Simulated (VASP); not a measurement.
# NbAgCl3 (P6_3/mmc) in VASP: single point with PBE

Aim: the single point of NbAgCl3 with PBE.

Everything below comes from runs of VASP 6.6.1. Logs are shortened: lines on timing, memory, paths and dates and some standing lists are left out, and cuts for length are marked.

**1. The cell of the first run**

Symmetry: P6_3/mmc, No. 194, hexagonal system. The conventional cell has a = 7.572 Å, b = 7.572 Å, c = 4.654 Å, α = 90.00°, β = 90.00°, γ = 120.00°. Within 3.9 Å of Nb (site symmetry -6m2) lie 12 Cl at 2.92 to 3.81 Å. Within 3.1 Å of Ag (site symmetry -3m) lie 2 Ag at 2.33 Å and 6 Cl at 2.86 Å. Within 3.9 Å of Cl (site symmetry mm2) lie 2 Ag at 2.86 Å and 4 Nb at 2.92 to 3.81 Å and 6 Cl at 3.05 to 3.50 Å.

**2. Single point, PBE, collinear spin**

Contents of INCAR:

```
PREC = Accurate ; ENCUT = 520
EDIFF = 1E-6 ; ISMEAR = 0
SIGMA = 0.1 ; LREAL = False
LASPH = True ; NELM = 150
ALGO = Normal ; ISIF = 2
LWAVE = False ; LCHARG = False
ISPIN = 2 ; MAGMOM = -3.26 -3.26 0.19 0.19 0 0 0 0 0 0
LORBIT = 11 ; LMAXMIX = 4
GGA = PE ; NBANDS = 60
```

Contents of KPOINTS:

```
regular mesh
0
Gamma
  3 3 4
```

Contents of POSCAR:

```
NbAgCl3
1.0
    7.5718154172      0.0000000000      0.0000000000
   -3.7859077086      6.5573845041      0.0000000000
    0.0000000000      0.0000000000      4.6537890822
Nb Ag Cl
2 2 6
Direct
    0.3333333333      0.6666666667      0.7500000000
    0.6666666667      0.3333333333      0.2500000000
    0.0000000000      0.0000000000      0.5000000000
    0.0000000000      0.0000000000      0.0000000000
    0.1988462445      0.3976924890      0.2500000000
    0.8011537555      0.1988462445      0.7500000000
    0.8011537555      0.6023075110      0.7500000000
    0.1988462445      0.8011537555      0.2500000000
    0.6023075110      0.8011537555      0.2500000000
    0.3976924890      0.1988462445      0.7500000000
```

Potentials or basis: VASP PAW PBE potentials, release 64 (Nb_sv, Ag, Cl).

Run with:

```sh
$ cat potpaw_PBE.64/Nb_sv/POTCAR potpaw_PBE.64/Ag/POTCAR potpaw_PBE.64/Cl/POTCAR > POTCAR
$ mpirun -np 1 vasp_std > vasp.out
```

OUTCAR:

```text
PREC = Accurate
   ENCUT = 520
   EDIFF = 1E-6
   ISMEAR = 0
   LREAL = False
   LASPH = True
   NELM = 150
   ISIF = 2
   ISPIN = 2
   LORBIT = 11
   GGA = PE

 ion  position               nearest neighbor table
   1  0.333  0.667  0.750-
   2  0.667  0.333  0.250-
   3  0.000  0.000  0.500-   4 2.33   4 2.33   8 2.86   6 2.86  10 2.86   9 2.86   5 2.86   7 2.86

   4  0.000  0.000  0.000-   3 2.33   3 2.33   8 2.86   6 2.86  10 2.86   9 2.86   5 2.86   7 2.86

   5  0.199  0.398  0.250-   3 2.86   4 2.86
   6  0.801  0.199  0.750-   3 2.86   4 2.86
   7  0.801  0.602  0.750-   3 2.86   4 2.86
   8  0.199  0.801  0.250-   3 2.86   4 2.86
   9  0.602  0.801  0.250-   3 2.86   4 2.86
  10  0.398  0.199  0.750-   3 2.86   4 2.86

  LATTYP: Found a hexagonal cell.
 ALAT       =     7.5718154172
 C/A-ratio  =     0.6146199855

  Lattice vectors:

 A1 = (   7.5718154172,   0.0000000000,   0.0000000000)
 A2 = (  -3.7859077086,   6.5573845041,   0.0000000000)
 A3 = (   0.0000000000,   0.0000000000,   4.6537890822)

Analysis of symmetry for initial positions (statically):
=====================================================================
 Subroutine PRICEL returns:
 Original cell was already a primitive cell.

 Routine SETGRP: Setting up the symmetry group for a
 hexagonal supercell.

 Subroutine GETGRP returns: Found 24 space group operations
 (whereof 12 operations were pure point group operations)
 out of a pool of 24 trial point group operations.

The static configuration has the point symmetry D_3d.
 The point group associated with its full space group is D_6h.

Analysis of symmetry for dynamics (positions and initial velocities):
=====================================================================
 Subroutine PRICEL returns:
 Original cell was already a primitive cell.

 Routine SETGRP: Setting up the symmetry group for a
 hexagonal supercell.

 Subroutine GETGRP returns: Found 24 space group operations
 (whereof 12 operations were pure point group operations)
 out of a pool of 24 trial point group operations.

The dynamic configuration has the point symmetry D_3d.
 The point group associated with its full space group is D_6h.

Analysis of structural, dynamic, and magnetic symmetry:
=====================================================================
 Subroutine PRICEL returns:
 Original cell was already a primitive cell.

 Routine SETGRP: Setting up the symmetry group for a
 hexagonal supercell.

 Subroutine GETGRP returns: Found 24 space group operations
 (whereof 12 operations were pure point group operations)
 out of a pool of 24 trial point group operations.

The overall configuration has the point symmetry D_3d.
 The point group associated with its full space group is D_6h.

 Subroutine INISYM returns: Found 24 space group operations
 (whereof 12 operations are pure point group operations),
 and found     1 'primitive' translations

----------------------------------------------------------------------------------------

                                     Primitive cell

  volume of cell :     231.0667

  direct lattice vectors                    reciprocal lattice vectors
     7.571815417  0.000000000  0.000000000     0.132068724  0.076249913  0.000000000
    -3.785907709  6.557384504  0.000000000     0.000000000  0.152499827  0.000000000
     0.000000000  0.000000000  4.653789082     0.000000000  0.000000000  0.214878668

  length of vectors
     7.571815417  7.571815417  4.653789082     0.152499827  0.152499827  0.214878668

  position of ions in fractional coordinates (direct lattice)
     0.333333333  0.666666667  0.750000000
[... 60 lines left out ...]
   k-points           NKPTS =      9   k-points in BZ     NKDIM =      9   number of bands    NBANDS=     60
   number of dos      NEDOS =    301   number of ions     NIONS =     10
   total plane-waves  NPLWV = 112896
   dimension x,y,z NGX =    56 NGY =   56 NGZ =   36
   dimension x,y,z NGXF=   112 NGYF=  112 NGZF=   72
   ions per type =               2   2   6
   NGX,Y,Z   is equivalent  to a cutoff of  12.30, 12.30, 12.86 a.u.
   NGXF,Y,Z  is equivalent  to a cutoff of  24.59, 24.59, 25.72 a.u.
 SYSTEM =  unknown system
   PREC   = accura    normal or accurate (medium, high low for compatibility)
   ISTART =      0    job   : 0-new  1-cont  2-samecut
   ICHARG =      2    charge: 1-file 2-atom 10-const
   ISPIN  =      2    spin polarized calculation?
   LNONCOLLINEAR =      F non collinear calculations
   LSORBIT =      F    spin-orbit coupling
   LASPH  =      T    aspherical Exc in radial PAW
   ENCUT  =  520.0 eV  38.22 Ry    6.18 a.u.  14.08 14.08  8.65*2*pi/ulx,y,z
   NELM   =    150;   NELMIN=  2; NELMDL= -5     # of ELM steps
   EDIFF  = 0.1E-05   stopping-criterion for ELM
   LREAL  =      F    real-space projection
   EDIFFG = 0.1E-04   stopping-criterion for IOM
   NSW    =      0    number of steps for IOM
   IBRION =     -1    ionic relax: 0-MD 1-quasi-New 2-CG
   NFREE  =      0    steps in history (QN), initial steepest desc. (CG)
   ISIF   =      2    stress and relaxation
   ISYM   =      2    0-nonsym 1-usesym 2-fastsym
   POTIM  = 0.5000    time-step for ionic-motion
   TEBEG  =    0.0;   TEEND  =   0.0 temperature during run
   PSTRESS=    0.0 pullay stress
   NELECT =      90.0000    total number of electrons
   NUPDOWN=      -1.0000    fix difference up-down
   EMIN   =  10.00;   EMAX   =-10.00  energy-range for DOS
   EFERMI =   0.00;   METHOD = LEGACY
   ISMEAR =     0;   SIGMA  =   0.10  broadening in eV -4-tet -1-fermi 0-gaus
   EFERMI_NEDOS =   21; number of points for ismear=-14 and -15
   IALGO  =     38    algorithm
   IMIX   =      4    mixing-type and parameters
     AMIX     =   0.40;   BMIX     =  1.00
     AMIX_MAG =   1.60;   BMIX_MAG =  1.00
  volume/ion in A,a.u.               =      23.11       155.93
  Fermi-wavevector in a.u.,A,eV,Ry     =   1.195574  2.259308 19.448137  1.429398
  Thomas-Fermi vector in A             =   2.331536
   LORBIT       =     11    0 simple, 1 ext, 2 COOP (PROOUT), +10 PAW based schemes
   GGA     = PE    functional components
   LHFCALC =     F    Hartree Fock is set to
   AEXX    =    0.0000 exact exchange contribution
   IVDW    =     0    specifies the selected vdW correction
   LEPSILON=     F    determine dielectric tensor
   LRPA    =     F    only Hartree local field effects (RPA)
 spin polarized calculation
 Gauss-broadening in eV      SIGMA  =   0.10
  energy-cutoff  :      520.00
  volume of cell :      231.07
 maximum number of plane-waves:      6245
   NGX = 29   NGY = 29   NGZ = 17

 number of electron      90.0000010 magnetization      -5.9443451

 Free energy of the ion-electron system (eV)
  ---------------------------------------------------
  ext. energy  EPLUGINS =         0.00000000
  ---------------------------------------------------
  free energy    TOTEN  =       -36.37315861 eV

  energy without entropy =      -36.36616539  energy(sigma->0) =      -36.36966200

 E-fermi :   5.0028     XC(G=0):  -9.5856

 val. band max:        4.9414461688   @ k =   0.3333   0.3333   0.5000
 cond. band min:       5.2230817610   @ k =   0.3333   0.3333   0.5000
 fundamental gap:      0.2816355922
 Fermi energy:         5.0027592715

 spin component 1

 k-point     1 :       0.0000    0.0000    0.0000
  band No.  band energies     occupation
      1     -49.7734      1.00000
      2     -49.7733      1.00000
      3     -26.1564      1.00000
      4     -26.1556      1.00000
      5     -25.4586      1.00000
      6     -25.4586      1.00000
[... 529 lines left out ...]
     56       9.3743      0.00000
     57      10.8919      0.00000
 Fermi energy:         5.0027592715

 spin component 2

 k-point     1 :       0.0000    0.0000    0.0000
  band No.  band energies     occupation
      1     -51.2789      1.00000
      2     -51.2788      1.00000
      3     -27.5633      1.00000
      4     -27.5626      1.00000
      5     -27.3358      1.00000
      6     -27.3358      1.00000
[... 529 lines left out ...]
     56       8.2983      0.00000
     57      10.0691      0.00000
 [bands above 57 left out]

------------------------ aborting loop because EDIFF is reached ----------------------------------------

  FORCE on cell =-STRESS in cart. coord.  units (eV):
  Direction    XX          YY          ZZ          XY          YZ          ZX
  --------------------------------------------------------------------------------------
  -------------------------------------------------------------------------------------
  Total        0.1095623      0.1095623     -0.4207127      0.0000000      0.0000000      0.0000000
  in kB        0.7596862      0.7596862     -2.9171502      0.0000000      0.0000000      0.0000000
  external PRESSURE =      -0.4659259 kB  Pullay stress =       0.0000000 kB

 VOLUME and BASIS-vectors are now :
 -----------------------------------------------------------------------------
  energy-cutoff  :      520.00
  volume of cell :      231.07
      direct lattice vectors                 reciprocal lattice vectors
     7.571815417  0.000000000  0.000000000     0.132068724  0.076249913  0.000000000
    -3.785907709  6.557384504  0.000000000     0.000000000  0.152499827  0.000000000
     0.000000000  0.000000000  4.653789082     0.000000000  0.000000000  0.214878668

 POSITION                                       TOTAL-FORCE (eV/Angst)
 -----------------------------------------------------------------------------------
     -0.00000      4.37159      3.49034         0.000000      0.000000     -0.000000
      3.78591      2.18579      1.16345        -0.000000     -0.000000     -0.000000
      0.00000      0.00000      2.32689         0.000000      0.000000     -0.000000
      0.00000      0.00000      0.00000        -0.000000      0.000000     -0.000000
     -0.00000      2.60782      1.16345         0.000000     -0.012442     -0.000000
      5.31337      1.30391      3.49034         0.010775     -0.006221      0.000000
      3.78591      3.94956      3.49034         0.000000      0.012442      0.000000
     -1.52747      5.25347      1.16345        -0.010775      0.006221      0.000000
      1.52747      5.25347      1.16345         0.010775      0.006221     -0.000000
      2.25844      1.30391      3.49034        -0.010775     -0.006221     -0.000000
 -----------------------------------------------------------------------------------
    total drift:                                0.000000     -0.000000      0.000000

  FREE ENERGIE OF THE ION-ELECTRON SYSTEM (eV)
  ---------------------------------------------------
  free  energy   TOTEN  =       -36.3731586068 eV

  energy  without entropy=      -36.3661653911  energy(sigma->0) =      -36.36966200

 total charge

# of ion       s       p       d       tot
------------------------------------------
    1        2.068   5.904   2.476  10.448
    2        2.068   5.904   2.476  10.448
    3        0.322   0.239   9.365   9.926
    4        0.322   0.239   9.365   9.926
    5        1.607   3.470   0.000   5.077
    6        1.607   3.470   0.000   5.077
    7        1.607   3.470   0.000   5.077
    8        1.607   3.470   0.000   5.077
    9        1.607   3.470   0.000   5.077
   10        1.607   3.470   0.000   5.077
--------------------------------------------------
tot         14.421  33.107  23.681  71.209

 magnetization (x)

# of ion       s       p       d       tot
------------------------------------------
    1       -0.031  -0.013  -2.169  -2.213
    2       -0.031  -0.013  -2.169  -2.213
    3       -0.013  -0.003   0.005  -0.011
    4       -0.013  -0.003   0.005  -0.011
    5       -0.003   0.022   0.000   0.019
    6       -0.003   0.022   0.000   0.019
    7       -0.003   0.022   0.000   0.019
    8       -0.003   0.022   0.000   0.019
    9       -0.003   0.022   0.000   0.019
   10       -0.003   0.022   0.000   0.019
--------------------------------------------------
tot         -0.107   0.101  -4.329  -4.336
```

Wall time 6.4 min (1 thread of Intel Xeon 8259CL, shared host); peak memory 0.52 GiB.

What came out:

| Item | Value |
| --- | --- |
| Free energy | -36.3732 eV |
| Pressure | 0.0 GPa |
| Largest force | 0.012 eV/Å |
| Net moment | -5.94 μB per cell |
| Site moments | Nb -2.21; Ag -0.01; Cl +0.02 μB |
| Valence electrons inside the program's atomic spheres | Nb 10.45; Ag 9.93; Cl 5.08 |

Forces in eV/Å, atoms in the order of the input:
```
Nb   0.000  0.000  0.000
Nb   0.000  0.000  0.000
Ag   0.000  0.000  0.000
Ag   0.000  0.000  0.000
Cl   0.000 -0.012  0.000
Cl   0.011 -0.006  0.000
Cl   0.000  0.012  0.000
Cl  -0.011  0.006  0.000
Cl   0.011  0.006  0.000
Cl  -0.011 -0.006  0.000
```

Levels at points of the mesh, in eV from the Fermi level:
Spin up:
| k point | band 38 | band 39 | band 40 | band 41 | band 42 | band 43 | band 44 | band 45 | band 46 | band 47 |
| --- | --- | --- | --- | --- | --- | --- | --- | --- | --- | --- |
| (0.00, 0.00, 0.00) | -2.71 | -2.26 | -2.03 | -1.99 | -1.99 | -0.21 | 1.20 | 1.41 | 1.77 | 1.77 |
| (0.00, 0.00, 0.50) | -2.79 | -2.33 | -2.33 | -2.33 | -2.33 | 0.63 | 0.63 | 1.66 | 1.66 | 1.68 |
Spin down:
```csv
k point,band 45,band 46,band 47,band 48,band 49,band 50,band 51,band 52
"(0.00, 0.00, 0.00)",-0.37,-0.37,-0.28,-0.25,-0.25,0.65,0.65,0.95
"(0.00, 0.00, 0.50)",-0.19,-0.19,-0.19,-0.19,0.55,0.55,0.55,0.55
```
